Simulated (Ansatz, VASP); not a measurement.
**Bi: VASP beside Ansatz**

```
Bi
1.0
     2.27300    1.31232    4.07262
    -2.27300    1.31232    4.07262
     0.00000   -2.62463    4.07262
Bi
2
Direct
  0.23389 0.23389 0.23389
  0.76611 0.76611 0.76611
```

Change from the starting cell: zz strain of +3 %, PAW files.

Alike in both runs: task electric field gradients; functional LDA; k mesh 11 × 11 × 11; occupations fermi-dirac, width 0.03 eV; no spin polarisation.

|  | VASP | Ansatz |
| --- | --- | --- |
| version | VASP 6.6.1 | Ansatz 0.2.0 |
| potentials or method | VASP PAW LDA potentials, release 64 (Bi_d) | PAW with Ansatz's default frozen-core files, scalar-relativistic |
| plane-wave cutoff (eV) | 520 | 420 |
| valence electrons in the cell | 30 | 30 |

|  | VASP | Ansatz | Ansatz less VASP |
| --- | --- | --- | --- |
| pressure (GPa) | -2.9 | -2.9 | -0.06 |
| traceless stress, the component that is largest in VASP (GPa) | -0.34 | -0.32 | +0.016 |
| rms of the force components (eV/Å) | 0.074 | 0.087 | +0.0129 |
| size of Vzz on the site where it differs most (V/Å²) | 12.0 | 12.5 | +0.49 |

LDA's correlation is that of Perdew and Zunger in VASP and of Perdew and Wang (1992) in Ansatz. Atom by atom the forces differ by 0.013 eV/Å (rms over components).

Spin-orbit coupling is off throughout.
